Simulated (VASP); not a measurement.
Wanted: the native input for a VASP 6.6.1 run.

| Property | Result |
| --- | --- |
| Task | single point |
| Functional | PBE |
| Dispersion | D3(BJ) |
| Potentials or basis | VASP PAW PBE potentials, release 64 (Si, O) |
| Cutoff | 520 eV |
| k mesh | 2 × 2 × 3 |
| Occupations | gaussian, width 0.02 eV |
| Spin | no spin polarisation |
| Dipole correction | no |
| Further INCAR settings | LREAL = Auto; ALGO = Normal; EDIFF = 1e-07; NBANDS = 79 |

The structure of Si7O16 (a cell with a defect) lies in POSCAR:

```
Si7O16
1.0
   -4.1790000000     -4.1790000000      0.0000000000
    4.1790000000     -4.1790000000      0.0000000000
    0.0000000000      0.0000000000      5.3298000000
Si O
7 16
Direct
    0.5004170854      0.4900019143      0.0003688694
    0.5009886336      0.4934882747      0.4952613607
   -0.0000856664      0.5368061737      0.8229911066
    0.0007998325      0.0228981814     -0.0015677887
    0.5006557789     -0.0062145250      0.2463261286
    0.0006691792      0.0026344819      0.4943314946
    0.5007092606     -0.0056925102      0.7446063642
    0.2150969131      0.4865393635      0.0045609591
    0.0008831060      0.1940726250      0.2555932680
    0.7858571429      0.4861196458      0.0058754550
    0.0007653745      0.8194274946      0.2380500206
    0.2063846614      0.5023760469      0.5220315959
    0.0007126107      0.1990930845      0.7437162745
    0.7953894472      0.5024837282      0.5230194379
    0.0007986360      0.8143774827      0.7555242223
    0.6938670735     -0.0004107442     -0.0054135240
    0.5005909308      0.6903600144      0.2467711734
    0.3075991864     -0.0003847810     -0.0054885737
    0.5004752333      0.2948368031      0.2524030920
    0.6952714764     -0.0099522613      0.4970028894
    0.5008198134      0.6921955013      0.7488431086
    0.3061646327     -0.0100045465      0.4970801906
    0.5006987318      0.2943689878      0.7423749484
```

These files were run (other wordings do the same):

INCAR

```
ALGO = Normal
EDIFF = 1E-7
ENCUT = 520
GGA = PE
ISIF = 2
ISMEAR = 0
IVDW = 12
LASPH = True
LCHARG = False
LREAL = Auto
LWAVE = False
NBANDS = 79
NELM = 100
PREC = Accurate
SIGMA = 0.02
```

KPOINTS

```
k-points
0
Gamma
  2 2 3
```

Potentials or basis: VASP PAW PBE potentials, release 64 (Si, O).

Launch:

```console
$ cat potpaw_PBE.64/Si/POTCAR potpaw_PBE.64/O/POTCAR > POTCAR
$ mpirun -np 1 vasp_std > vasp.out
```

It gave:

The pressure is 9.2 GPa and the largest force is 4.810 eV/Å. The band gap on the k mesh is zero (band 62 reaches 6.50 eV, above the bottom of band 63 at 6.27 eV) and the dispersion energy per atom is -0.214 eV.

Caveat: the k points lie up to 0.53 Å⁻¹ apart.

Run time: 4.8 min on 1 thread of Intel(R) Xeon(R) Platinum 8259CL CPU @ 2.50GHz (Skylake/Cascade Lake) (shared host), peak memory 0.31 GiB.
